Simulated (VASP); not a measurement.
# Pt (Fm-3m) in VASP: single point with LDA

Aim: the single point of Pt with LDA.

Program: VASP 6.6.1. These are calculated values, not measurements. Logs are shortened: lines on timing, memory, paths and dates and some standing lists are left out, and cuts for length are marked.

### Step 1. The cell of the first run

The structure is cubic, space group Fm-3m (No. 225). The conventional cell has a = 3.895 Å, b = 3.895 Å, c = 3.895 Å, α = 90.00°, β = 90.00°, γ = 90.00°. Within 3.6 Å of Pt (site symmetry m-3m) lie 12 Pt at 2.75 Å.

### Step 2. Single point, LDA

The input, INCAR:

```
SYSTEM = Pt
PREC = Accurate
ENCUT = 520
EDIFF = 1E-6
ISMEAR = -1
SIGMA = 0.1
LREAL = .False.
LASPH = .True.
NELM = 60
ALGO = Normal
ISIF = 2
LWAVE = .False.
LCHARG = .False.
NBANDS = 17
```

The input, KPOINTS:

```
Automatic mesh
0
Gamma
  13 13 9
  0 0 0
```

The input, POSCAR:

```
Pt
1.0
    1.9475904687      1.9475904687      0.0000000000
   -1.9475904687      1.9475904687      0.0000000000
    0.0000000000      0.0000000000      3.8951809375
Pt
2
Direct
    0.0000000000      0.0000000000      0.0000000000
    0.5000000000      0.5000000000      0.5000000000
```

Potentials or basis: VASP PAW LDA potentials, release 64 (Pt).

Launch:

```console
$ cat potpaw_LDA.64/Pt/POTCAR > POTCAR
$ mpirun -np 1 vasp_std > vasp.out
```

OUTCAR:

```text
SYSTEM = Pt
   PREC = Accurate
   ENCUT = 520
   EDIFF = 1E-6
   ISMEAR = -1
   LREAL = .False.
   LASPH = .True.
   NELM = 60
   ISIF = 2

 ion  position               nearest neighbor table
   1  0.000  0.000  0.000-   2 2.75   2 2.75   2 2.75   2 2.75   2 2.75   2 2.75   2 2.75   2 2.75

   2  0.500  0.500  0.500-   1 2.75   1 2.75   1 2.75   1 2.75   1 2.75   1 2.75   1 2.75   1 2.75

  LATTYP: Found a simple tetragonal cell.
 ALAT       =     2.7543088548
 C/A-ratio  =     1.4142135624

  Lattice vectors:

 A1 = (   1.9475904687,   1.9475904687,   0.0000000000)
 A2 = (  -1.9475904687,   1.9475904687,   0.0000000000)
 A3 = (   0.0000000000,   0.0000000000,   3.8951809375)

Analysis of symmetry for initial positions (statically):
=====================================================================
 Subroutine PRICEL returns following result:

  LATTYP: Found a face centered cubic cell.
 ALAT       =     3.8951809375

  Lattice vectors:

 A1 = (   0.0000000000,  -1.9475904687,  -1.9475904687)
 A2 = (   1.9475904687,   0.0000000000,  -1.9475904688)
 A3 = (   1.9475904687,  -1.9475904687,   0.0000000000)

   2 primitive cells build up your supercell.

 Routine SETGRP: Setting up the symmetry group for a
 simple tetragonal supercell.

 Subroutine GETGRP returns: Found 16 space group operations
 (whereof 16 operations were pure point group operations)
 out of a pool of 16 trial point group operations.

The static configuration has the point symmetry D_4h.

Analysis of symmetry for dynamics (positions and initial velocities):
=====================================================================
 Subroutine PRICEL returns following result:

  LATTYP: Found a face centered cubic cell.
 ALAT       =     3.8951809375

  Lattice vectors:

 A1 = (   0.0000000000,  -1.9475904687,  -1.9475904687)
 A2 = (   1.9475904687,   0.0000000000,  -1.9475904688)
 A3 = (   1.9475904687,  -1.9475904687,   0.0000000000)

   2 primitive cells build up your supercell.

 Routine SETGRP: Setting up the symmetry group for a
 simple tetragonal supercell.

 Subroutine GETGRP returns: Found 16 space group operations
 (whereof 16 operations were pure point group operations)
 out of a pool of 16 trial point group operations.

The dynamic configuration has the point symmetry D_4h.

 Subroutine INISYM returns: Found 16 space group operations
 (whereof 16 operations are pure point group operations),
 and found     2 'primitive' translations

----------------------------------------------------------------------------------------

                                     Primitive cell

  volume of cell :      14.7748

  direct lattice vectors                    reciprocal lattice vectors
     0.000000000 -1.947590469 -1.947590469    -0.256727484 -0.256727484 -0.256727484
     1.947590469  0.000000000 -1.947590469     0.256727484  0.256727484 -0.256727484
     1.947590469 -1.947590469  0.000000000     0.256727484 -0.256727484  0.256727484

  length of vectors
     2.754308855  2.754308855  2.754308855     0.444665045  0.444665045  0.444665045

  position of ions in fractional coordinates (direct lattice)
     0.000000000  0.000000000  0.000000000

  ion indices of the primitive-cell ions
   primitive index   ion index
                 1           1

----------------------------------------------------------------------------------------

 KPOINTS: Automatic mesh

Automatic generation of k-mesh.
 Grid dimensions read from file:
 generate k-points for:   13   13    9

 Generating k-lattice:

  Cartesian coordinates                     Fractional coordinates (reciprocal lattice)
     0.019748268  0.019748268  0.000000000     0.076923077  0.000000000  0.000000000
    -0.019748268  0.019748268  0.000000000     0.000000000  0.076923077  0.000000000
     0.000000000  0.000000000  0.028525276     0.000000000  0.000000000  0.111111111

  Length of vectors
     0.027928268  0.027928268  0.028525276

  Shift w.r.t. Gamma in fractional coordinates (k-lattice)
     0.000000000  0.000000000  0.000000000

 Subroutine IBZKPT returns following result:
 ===========================================

 Found    140 irreducible k-points:

 Following reciprocal coordinates:
            Coordinates               Weight
  0.000000  0.000000  0.000000      1.000000
  0.076923  0.000000  0.000000      4.000000
  0.153846  0.000000  0.000000      4.000000
  0.230769  0.000000  0.000000      4.000000
  0.307692  0.000000  0.000000      4.000000
  0.384615  0.000000  0.000000      4.000000
[... 16 lines left out ...]
  0.307692  0.307692  0.000000      4.000000
  0.384615  0.307692  0.000000      8.000000
 [... further k-points ...]
   k-points           NKPTS =    140   k-points in BZ     NKDIM =    140   number of bands    NBANDS=     17
   number of dos      NEDOS =    301   number of ions     NIONS =      2
   total plane-waves  NPLWV =  12000
   dimension x,y,z NGX =    20 NGY =   20 NGZ =   30
   dimension x,y,z NGXF=    40 NGYF=   40 NGZF=   60
   ions per type =               2
   NGX,Y,Z   is equivalent  to a cutoff of  12.07, 12.07, 12.80 a.u.
   NGXF,Y,Z  is equivalent  to a cutoff of  24.14, 24.14, 25.61 a.u.
 SYSTEM =  Pt
   PREC   = accura    normal or accurate (medium, high low for compatibility)
   ISTART =      0    job   : 0-new  1-cont  2-samecut
   ICHARG =      2    charge: 1-file 2-atom 10-const
   ISPIN  =      1    spin polarized calculation?
   LNONCOLLINEAR =      F non collinear calculations
   LSORBIT =      F    spin-orbit coupling
   LASPH  =      T    aspherical Exc in radial PAW
   ENCUT  =  520.0 eV  38.22 Ry    6.18 a.u.   5.12  5.12  7.24*2*pi/ulx,y,z
   NELM   =     60;   NELMIN=  2; NELMDL= -5     # of ELM steps
   EDIFF  = 0.1E-05   stopping-criterion for ELM
   LREAL  =      F    real-space projection
   EDIFFG = 0.1E-04   stopping-criterion for IOM
   NSW    =      0    number of steps for IOM
   IBRION =     -1    ionic relax: 0-MD 1-quasi-New 2-CG
   NFREE  =      0    steps in history (QN), initial steepest desc. (CG)
   ISIF   =      2    stress and relaxation
   ISYM   =      2    0-nonsym 1-usesym 2-fastsym
   POTIM  = 0.5000    time-step for ionic-motion
   TEBEG  =    0.0;   TEEND  =   0.0 temperature during run
   PSTRESS=    0.0 pullay stress
   NELECT =      20.0000    total number of electrons
   NUPDOWN=      -1.0000    fix difference up-down
   EMIN   =  10.00;   EMAX   =-10.00  energy-range for DOS
   EFERMI =   0.00;   METHOD = LEGACY
   ISMEAR =    -1;   SIGMA  =   0.10  broadening in eV -4-tet -1-fermi 0-gaus
   EFERMI_NEDOS =   21; number of points for ismear=-14 and -15
   IALGO  =     38    algorithm
   IMIX   =      4    mixing-type and parameters
     AMIX     =   0.40;   BMIX     =  1.00
     AMIX_MAG =   1.60;   BMIX_MAG =  1.00
  volume/ion in A,a.u.               =      14.77        99.71
  Fermi-wavevector in a.u.,A,eV,Ry     =   1.437365  2.716227 28.109900  2.066019
  Thomas-Fermi vector in A             =   2.556451
   LORBIT       =      0    0 simple, 1 ext, 2 COOP (PROOUT), +10 PAW based schemes
   GGA     = CA    functional components
   LHFCALC =     F    Hartree Fock is set to
   AEXX    =    0.0000 exact exchange contribution
   IVDW    =     0    specifies the selected vdW correction
   LEPSILON=     F    determine dielectric tensor
   LRPA    =     F    only Hartree local field effects (RPA)
 non-spin polarized calculation
  energy-cutoff  :      520.00
  volume of cell :       29.55
 maximum number of plane-waves:       810
   NGX = 11   NGY = 11   NGZ = 15

 number of electron      19.9999997 magnetization

 Free energy of the ion-electron system (eV)
  ---------------------------------------------------
  ext. energy  EPLUGINS =         0.00000000
  ---------------------------------------------------
  free energy    TOTEN  =       -15.06711039 eV

  energy without entropy =      -14.95968152  energy(sigma->0) =      -15.01339596

 E-fermi :  11.5478     XC(G=0): -13.8069

 val. band max:       11.5433947280   @ k =   0.4615   0.4615   0.0000
 cond. band min:      11.5505113189   @ k =   0.2308   0.0000   0.4444
 fundamental gap:      0.0071165909
 Fermi energy:        11.5477583617

 k-point     1 :       0.0000    0.0000    0.0000
  band No.  band energies     occupation
      1       1.0657      2.00000
      2       4.2150      2.00000
      3       4.6731      2.00000
      4       7.5943      2.00000
      5       7.5943      2.00000
      6       7.5982      2.00000
[... 9 lines left out ...]
     16      26.1049      0.00000
     17      31.1422      0.00000

 k-point     2 :       0.0769    0.0000    0.0000
  band No.  band energies     occupation
      1       1.2281      2.00000
      2       4.3306      2.00000
      3       4.7807      2.00000
      4       7.5111      2.00000
      5       7.6533      2.00000
      6       7.6804      2.00000
[... 9 lines left out ...]
     16      26.3641      0.00000
     17      30.4189      0.00000

 k-point     3 :       0.1538    0.0000    0.0000
  band No.  band energies     occupation
      1       1.6993      2.00000
      2       4.6084      2.00000
      3       5.1351      2.00000
      4       7.2927      2.00000
      5       7.8277      2.00000
      6       7.8817      2.00000
[... 9 lines left out ...]
     16      27.0709      0.00000
     17      29.0273      0.00000

 k-point     4 :       0.2308    0.0000    0.0000
  band No.  band energies     occupation
      1       2.4309      2.00000
      2       4.9522      2.00000
      3       5.7119      2.00000
      4       7.0157      2.00000
      5       8.0466      2.00000
      6       8.1102      2.00000
[... 9 lines left out ...]
     16      27.6081      0.00000
     17      27.9831      0.00000

 k-point     5 :       0.3077    0.0000    0.0000
  band No.  band energies     occupation
      1       3.3428      2.00000
      2       5.3333      2.00000
      3       6.3169      2.00000
      4       6.7685      2.00000
      5       7.9339      2.00000
      6       7.9912      2.00000
[... 9 lines left out ...]
     16      27.7571      0.00000
     17      28.3984      0.00000

 k-point     6 :       0.3846    0.0000    0.0000
  band No.  band energies     occupation
      1       4.3197      2.00000
      2       5.6756      2.00000
      3       6.6263      2.00000
      4       6.7264      2.00000
      5       7.2854      2.00000
      6       7.7143      2.00000
[... 9 lines left out ...]
     16      27.4374      0.00000
     17      29.8460      0.00000

 k-point     7 :       0.4615    0.0000    0.0000
  band No.  band energies     occupation
      1       5.1951      2.00000
      2       5.7144      2.00000
      3       6.6443      2.00000
      4       6.8576      2.00000
      5       6.9785      2.00000
      6       7.3294      2.00000
[... 9 lines left out ...]
     16      25.7273      0.00000
     17      29.3666      0.00000

 k-point     8 :       0.0769    0.0769    0.0000
  band No.  band energies     occupation
      1       1.3894      2.00000
      2       4.4531      2.00000
      3       4.8802      2.00000
      4       7.3785      2.00000
      5       7.7646      2.00000
      6       7.7685      2.00000
[... 9 lines left out ...]
     16      26.6233      0.00000
     17      30.3613      0.00000
[... 203 lines left out ...]
      1       3.5707      2.00000
      2       5.6394      2.00000
      3       6.1242      2.00000
      4       6.5025      2.00000
      5       7.1405      2.00000
      6       8.4593      2.00000
[... 9 lines left out ...]
     16      29.1996      0.00000
     17      29.4362      0.00000

 k-point    20 :       0.3077    0.2308    0.0000
  band No.  band energies     occupation
      1       4.1850      2.00000
      2       5.6901      2.00000
      3       5.8128      2.00000
      4       6.5097      2.00000
      5       7.0567      2.00000
      6       8.2757      2.00000
[... 9 lines left out ...]
     16      27.4551      0.00000
     17      28.0890      0.00000

 k-point    21 :       0.3846    0.2308    0.0000
  band No.  band energies     occupation
      1       4.7043      2.00000
      2       5.5941      2.00000
      3       5.6163      2.00000
      4       6.0215      2.00000
      5       7.4267      2.00000
      6       8.0951      2.00000
[... 9 lines left out ...]
     16      25.2318      0.00000
     17      26.5442      0.00000

 k-point    22 :       0.4615    0.2308    0.0000
  band No.  band energies     occupation
      1       5.0922      2.00000
      2       5.3833      2.00000
      3       5.5733      2.00000
      4       5.7061      2.00000
      5       7.6873      2.00000
      6       7.9072      2.00000
[... 9 lines left out ...]
     16      24.9500      0.00000
     17      25.8775      0.00000

 k-point    23 :       0.3077    0.3077    0.0000
  band No.  band energies     occupation
      1       4.4505      2.00000
      2       5.4118      2.00000
      3       5.4648      2.00000
      4       5.9488      2.00000
      5       7.8703      2.00000
      6       8.8507      2.00000
[... 9 lines left out ...]
     16      26.9316      0.00000
     17      26.9352      0.00000

 k-point    24 :       0.3846    0.3077    0.0000
  band No.  band energies     occupation
      1       4.5903      2.00000
      2       5.1130      2.00000
      3       5.2336      2.00000
      4       5.5172      2.00000
      5       8.5199      2.00000
      6       9.2408      2.00000
[... 9 lines left out ...]
     16      25.0405      0.00000
     17      25.6123      0.00000

 [... further k-points ...]

------------------------ aborting loop because EDIFF is reached ----------------------------------------

  FORCE on cell =-STRESS in cart. coord.  units (eV):
  Direction    XX          YY          ZZ          XY          YZ          ZX
  --------------------------------------------------------------------------------------
  -------------------------------------------------------------------------------------
  Total        0.1757412      0.1757412      0.0733714      0.0000000      0.0000000      0.0000000
  in kB        9.5286499      9.5286499      3.9781831      0.0000000      0.0000000      0.0000000
  external PRESSURE =       7.6784943 kB  Pullay stress =       0.0000000 kB

 VOLUME and BASIS-vectors are now :
 -----------------------------------------------------------------------------
  energy-cutoff  :      520.00
  volume of cell :       29.55
      direct lattice vectors                 reciprocal lattice vectors
     1.947590469  1.947590469  0.000000000     0.256727484  0.256727484  0.000000000
    -1.947590469  1.947590469  0.000000000    -0.256727484  0.256727484  0.000000000
     0.000000000  0.000000000  3.895180938     0.000000000  0.000000000  0.256727484

 POSITION                                       TOTAL-FORCE (eV/Angst)
 -----------------------------------------------------------------------------------
      0.00000      0.00000      0.00000        -0.000000      0.000000      0.000000
      0.00000      1.94759      1.94759         0.000000     -0.000000      0.000000
 -----------------------------------------------------------------------------------
    total drift:                               -0.000000      0.000000      0.000000

  FREE ENERGIE OF THE ION-ELECTRON SYSTEM (eV)
  ---------------------------------------------------
  free  energy   TOTEN  =       -15.0671103937 eV

  energy  without entropy=      -14.9596815214  energy(sigma->0) =      -15.01339596
```

Run time: 22 s. Hardware: 1 thread of Intel Xeon Platinum 8488C (Sapphire Rapids), shared host; peak memory 0.16 GiB.

Results:

* Free energy: -15.0671 eV
* Pressure: 0.8 GPa
* Band gap on the k mesh: zero (band 10 reaches 12.05 eV, above the bottom of band 11 at 10.46 eV)

Levels at points of the mesh, in eV from the Fermi level:
| k point | band 7 | band 8 | band 9 | band 10 | band 11 | band 12 | band 13 | band 14 |
| --- | --- | --- | --- | --- | --- | --- | --- | --- |
| (0.00, 0.00, 0.00) | -1.69 | -1.68 | 0.03 | 0.51 | 0.51 | 1.72 | 9.09 | 11.40 |

Caveat: spin-orbit coupling is left out, which moves the levels of the heavy elements.
